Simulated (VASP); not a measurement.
# LiNbO3 in VASP: a series of runs, part 3 of 3

VASP 6.6.1.

## 5. Single point, PBE

File INCAR:

```
PREC = Accurate
ENCUT = 750
EDIFF = 1E-6
ISMEAR = -1
SIGMA = 0.01
LREAL = False
LASPH = True
NELM = 120
ALGO = Normal
ISIF = 2
LWAVE = False
LCHARG = False
GGA = PE
NBANDS = 45
GGA_COMPAT = False
```

File KPOINTS:

```
regular mesh
0
Gamma
  4 4 4
```

File POSCAR:

```
LiNbO3
1.0
    2.5949501352      1.4981951591      4.6722232478
   -2.5949501352      1.4981951591      4.6722232478
    0.0000000000     -2.9963903182      4.6722232478
Li Nb O
2 2 6
Direct
    0.7183944785      0.7182303874      0.7183546099
    0.2183944777      0.2183546095      0.2182303878
    0.9995007267      0.9998476930      0.9998927452
    0.4995007259      0.4998927445      0.4998476937
    0.2781273552      0.6424602943      0.8886686615
    0.6419951018      0.8893441571      0.2792132456
    0.8901673530      0.2788010811      0.6415571449
    0.3901673523      0.1415571444      0.7788010821
    0.7781273557      0.3886686606      0.1424602944
    0.1419951012      0.7792132456      0.3893441575
```

Potentials or basis: VASP PAW PBE potentials, release 64 (Li_sv, Nb_sv, O).

The run is started by

```sh
cat potpaw_PBE.64/Li_sv/POTCAR potpaw_PBE.64/Nb_sv/POTCAR potpaw_PBE.64/O/POTCAR > POTCAR
mpirun -np 1 vasp_std > vasp.out
```

OUTCAR:

```text
PREC = Accurate
   ENCUT = 750
   EDIFF = 1E-6
   ISMEAR = -1
   LREAL = False
   LASPH = True
   NELM = 120
   ISIF = 2
   GGA = PE

 ion  position               nearest neighbor table
   1  0.718  0.718  0.718-   8 2.08  10 2.08   9 2.08   6 2.26   7 2.27   5 2.27
   2  0.218  0.218  0.218-   7 2.08   6 2.08   5 2.08  10 2.26   8 2.27   9 2.27
   3  1.000  1.000  1.000-   6 1.89   7 1.89   5 1.89   9 2.15  10 2.16   8 2.16
   4  0.500  0.500  0.500-  10 1.89   8 1.89   9 1.89   5 2.15   6 2.16   7 2.16
   5  0.278  0.642  0.889-   3 1.89   2 2.08   4 2.15   1 2.27
   6  0.642  0.889  0.279-   3 1.89   2 2.08   4 2.16   1 2.26
   7  0.890  0.279  0.642-   3 1.89   2 2.08   4 2.16   1 2.27
   8  0.390  0.142  0.779-   4 1.89   1 2.08   3 2.16   2 2.27
   9  0.778  0.389  0.142-   4 1.89   1 2.08   3 2.15   2 2.27
  10  0.142  0.779  0.389-   4 1.89   1 2.08   3 2.16   2 2.26

  LATTYP: Found a trigonal (rhomboedric) cell.
 ALAT       =     5.5504977269
 COS(alpha) =     0.5628563531

  Lattice vectors:

 A1 = (   2.5949501352,   1.4981951591,   4.6722232478)
 A2 = (  -2.5949501352,   1.4981951591,   4.6722232478)
 A3 = (   0.0000000000,  -2.9963903182,   4.6722232478)

Analysis of symmetry for initial positions (statically):
=====================================================================
 Subroutine PRICEL returns:
 Original cell was already a primitive cell.

 Routine SETGRP: Setting up the symmetry group for a
 trigonal (rhombohedral) supercell.

 Subroutine GETGRP returns: Found  2 space group operations
 (whereof  1 operations were pure point group operations)
 out of a pool of 12 trial point group operations.

The static configuration has the point symmetry C_1 .
 The point group associated with its full space group is C_1h.

Analysis of symmetry for dynamics (positions and initial velocities):
=====================================================================
 Subroutine PRICEL returns:
 Original cell was already a primitive cell.

 Routine SETGRP: Setting up the symmetry group for a
 trigonal (rhombohedral) supercell.

 Subroutine GETGRP returns: Found  2 space group operations
 (whereof  1 operations were pure point group operations)
 out of a pool of 12 trial point group operations.

The dynamic configuration has the point symmetry C_1 .
 The point group associated with its full space group is C_1h.

 Subroutine INISYM returns: Found  2 space group operations
 (whereof  1 operations are pure point group operations),
 and found     1 'primitive' translations

----------------------------------------------------------------------------------------

                                     Primitive cell

  volume of cell :     108.9864

  direct lattice vectors                    reciprocal lattice vectors
     2.594950135  1.498195159  4.672223248     0.192681930  0.111244964  0.071343623
    -2.594950135  1.498195159  4.672223248    -0.192681930  0.111244964  0.071343623
     0.000000000 -2.996390318  4.672223248     0.000000000 -0.222489928  0.071343623

  length of vectors
     5.550497727  5.550497727  5.550497727     0.233648626  0.233648626  0.233648626

[... 57 lines left out ...]
  0.000000  0.500000 -0.000000      2.000000
  0.250000  0.250000 -0.000000      4.000000
[... 16 lines left out ...]
  0.500000  0.250000 -0.250000      2.000000
  0.500000  0.500000  0.500000      1.000000
   k-points           NKPTS =     24   k-points in BZ     NKDIM =     24   number of bands    NBANDS=     45
   number of dos      NEDOS =    301   number of ions     NIONS =     10
   total plane-waves  NPLWV = 125000
   dimension x,y,z NGX =    50 NGY =   50 NGZ =   50
   dimension x,y,z NGXF=   100 NGYF=  100 NGZF=  100
   ions per type =               2   2   6
   NGX,Y,Z   is equivalent  to a cutoff of  14.98, 14.98, 14.98 a.u.
   NGXF,Y,Z  is equivalent  to a cutoff of  29.95, 29.95, 29.95 a.u.
 SYSTEM =  unknown system
   PREC   = accura    normal or accurate (medium, high low for compatibility)
   ISTART =      0    job   : 0-new  1-cont  2-samecut
   ICHARG =      2    charge: 1-file 2-atom 10-const
   ISPIN  =      1    spin polarized calculation?
   LNONCOLLINEAR =      F non collinear calculations
   LSORBIT =      F    spin-orbit coupling
   LASPH  =      T    aspherical Exc in radial PAW
   ENCUT  =  750.0 eV  55.12 Ry    7.42 a.u.  12.39 12.39 12.39*2*pi/ulx,y,z
   NELM   =    120;   NELMIN=  2; NELMDL= -5     # of ELM steps
   EDIFF  = 0.1E-05   stopping-criterion for ELM
   LREAL  =      F    real-space projection
   EDIFFG = 0.1E-04   stopping-criterion for IOM
   NSW    =      0    number of steps for IOM
   IBRION =     -1    ionic relax: 0-MD 1-quasi-New 2-CG
   NFREE  =      0    steps in history (QN), initial steepest desc. (CG)
   ISIF   =      2    stress and relaxation
   ISYM   =      2    0-nonsym 1-usesym 2-fastsym
   POTIM  = 0.5000    time-step for ionic-motion
   TEBEG  =    0.0;   TEEND  =   0.0 temperature during run
   PSTRESS=    0.0 pullay stress
   NELECT =      68.0000    total number of electrons
   NUPDOWN=      -1.0000    fix difference up-down
   EMIN   =  10.00;   EMAX   =-10.00  energy-range for DOS
   EFERMI =   0.00;   METHOD = LEGACY
   ISMEAR =    -1;   SIGMA  =   0.01  broadening in eV -4-tet -1-fermi 0-gaus
   EFERMI_NEDOS =   21; number of points for ismear=-14 and -15
   IALGO  =     38    algorithm
   IMIX   =      4    mixing-type and parameters
     AMIX     =   0.40;   BMIX     =  1.00
     AMIX_MAG =   1.60;   BMIX_MAG =  1.00
  volume/ion in A,a.u.               =      10.90        73.55
  Fermi-wavevector in a.u.,A,eV,Ry     =   1.398901  2.643540 26.625577  1.956925
  Thomas-Fermi vector in A             =   2.522014
   LORBIT       =      0    0 simple, 1 ext, 2 COOP (PROOUT), +10 PAW based schemes
   GGA     = PE    functional components
   LHFCALC =     F    Hartree Fock is set to
   AEXX    =    0.0000 exact exchange contribution
   IVDW    =     0    specifies the selected vdW correction
   LEPSILON=     F    determine dielectric tensor
   LRPA    =     F    only Hartree local field effects (RPA)
 non-spin polarized calculation
  energy-cutoff  :      750.00
  volume of cell :      108.99
 maximum number of plane-waves:      5114
 NGX is ok and might be reduce to    50
   NGX = 25   NGY = 25   NGZ = 25

 number of electron      67.9999999 magnetization

 Free energy of the ion-electron system (eV)
  ---------------------------------------------------
  ext. energy  EPLUGINS =         0.00000000
  ---------------------------------------------------
  free energy    TOTEN  =       -80.07730533 eV

  energy without entropy =      -80.07730533  energy(sigma->0) =      -80.07730533

 E-fermi :   3.6489     XC(G=0): -10.6664

 val. band max:        3.3170581720   @ k =   0.0000   0.0000   0.0000
 cond. band min:       6.8512003408   @ k =   0.5000   0.2500   0.0000
 fundamental gap:      3.5341421688
 Fermi energy:         3.6489464796

 k-point     1 :       0.0000    0.0000    0.0000
  band No.  band energies     occupation
      1     -50.9246      2.00000
      2     -50.9113      2.00000
      3     -39.3407      2.00000
      4     -39.3384      2.00000
      5     -27.1950      2.00000
      6     -27.1950      2.00000
[... 1141 lines left out ...]
     44      11.9375      0.00000
     45      12.3513      0.00000

------------------------ aborting loop because EDIFF is reached ----------------------------------------

  FORCE on cell =-STRESS in cart. coord.  units (eV):
  Direction    XX          YY          ZZ          XY          YZ          ZX
  --------------------------------------------------------------------------------------
  -------------------------------------------------------------------------------------
  Total       -0.3777031     -0.3795152     -0.3595368      0.0015693     -0.0045659     -0.0079084
  in kB       -5.5525046     -5.5791439     -5.2854473      0.0230703     -0.0671220     -0.1162586
  external PRESSURE =      -5.4723652 kB  Pullay stress =       0.0000000 kB

 VOLUME and BASIS-vectors are now :
 -----------------------------------------------------------------------------
  energy-cutoff  :      750.00
  volume of cell :      108.99
      direct lattice vectors                 reciprocal lattice vectors
     2.594950135  1.498195159  4.672223248     0.192681930  0.111244964  0.071343623
    -2.594950135  1.498195159  4.672223248    -0.192681930  0.111244964  0.071343623
     0.000000000 -2.996390318  4.672223248     0.000000000 -0.222489928  0.071343623

 POSITION                                       TOTAL-FORCE (eV/Angst)
 -----------------------------------------------------------------------------------
      0.00043     -0.00013     10.06855        -0.000915      0.001905      0.003525
      0.00010      0.00043      3.06021         0.001192     -0.001745      0.003525
     -0.00090     -0.00065     14.01312        -0.001188      0.021252     -0.012956
     -0.00102     -0.00045      7.00479         0.017810     -0.011655     -0.012956
     -0.94543     -1.28358      8.45325         0.003244     -0.014711      0.024397
     -0.64186      1.45761      8.45931         0.018881      0.016518     -0.012054
      1.58646     -0.17101      8.45918        -0.018452     -0.027682     -0.002912
      0.64513     -1.53696      6.12307        -0.033199     -0.002139     -0.002912
      1.01063      1.32122      6.11714        -0.011118      0.010165      0.024397
     -1.65355      0.21352      6.12319         0.023746      0.008092     -0.012054
 -----------------------------------------------------------------------------------
    total drift:                                0.000054      0.000054     -0.000084

  FREE ENERGIE OF THE ION-ELECTRON SYSTEM (eV)
  ---------------------------------------------------
  free  energy   TOTEN  =       -80.0773053339 eV

  energy  without entropy=      -80.0773053339  energy(sigma->0) =      -80.07730533
```

It took 5.8 min on 1 thread of Intel Xeon 6975P-C (Granite Rapids), shared host; peak memory 0.43 GiB.

What came out:

```
Free energy            : -80.0773 eV
Pressure               : -0.5 GPa
Largest force          : 0.033 eV/Å
Band gap on the k mesh : 3.53 eV (least direct gap 3.55 eV)
```

Forces in eV/Å, atoms in the order of the input:
```
Li  -0.001  0.002  0.004
Li   0.001 -0.002  0.004
Nb  -0.001  0.021 -0.013
Nb   0.018 -0.012 -0.013
O    0.003 -0.015  0.024
O    0.019  0.017 -0.012
O   -0.018 -0.028 -0.003
O   -0.033 -0.002 -0.003
O   -0.011  0.010  0.024
O    0.024  0.008 -0.012
```

Levels at points of the mesh, in eV from the valence-band top:
| k point | band 32 | band 33 | band 34 | band 35 | band 36 | band 37 |
| --- | --- | --- | --- | --- | --- | --- |
| (0.00, 0.00, 0.00) | -0.50 | -0.01 | 0.00 | 3.55 | 3.55 | 4.01 |
| (0.50, 0.00, 0.00) | -0.30 | -0.22 | -0.22 | 3.83 | 3.83 | 4.63 |
| (0.00, 0.50, 0.00) | -0.30 | -0.22 | -0.22 | 3.82 | 3.83 | 4.62 |
| (0.50, 0.50, 0.00) | -0.67 | -0.50 | -0.19 | 3.62 | 4.08 | 4.52 |
| (0.00, 0.50, 0.50) | -0.68 | -0.50 | -0.19 | 3.65 | 4.08 | 4.52 |
| (0.50, 0.50, 0.50) | -0.31 | -0.31 | -0.31 | 4.54 | 4.54 | 4.74 |

## 6. Overview

```tsv
cell	k mesh	cutoff (eV)	gap on the mesh (eV)	pressure (GPa)	largest force (eV/Å)
a = 5.550 Å, angles 55.7°, 10 atoms, atomic positions A	7 × 7 × 7	750	3.53	-0.5	0.03
a = 5.550, b = 11.101, c = 11.101 Å, angles 55.7°, 40 atoms, atomic positions B	1 × 1 × 1, shifted	880	3.73	-0.3	0.09
a = 5.550, b = 11.101, c = 11.101 Å, angles 55.7°, 40 atoms, atomic positions C	1 × 1 × 1, shifted	880	3.69	-0.4	0.03
a = 5.550 Å, angles 55.7°, 10 atoms, atomic positions A	4 × 4 × 4	750	3.53	-0.5	0.03
```

Alike in all rows: task single point; level PBE; potentials or basis VASP PAW PBE potentials, release 64 (Li_sv, Nb_sv, O); no spin polarisation; smearing fermi-dirac 0.01 eV.

Caveats: a shifted mesh leaves out Γ, where band edges can lie (at least some runs).

Total energies depend on the potentials used, so only differences within one code and one set of settings carry meaning.
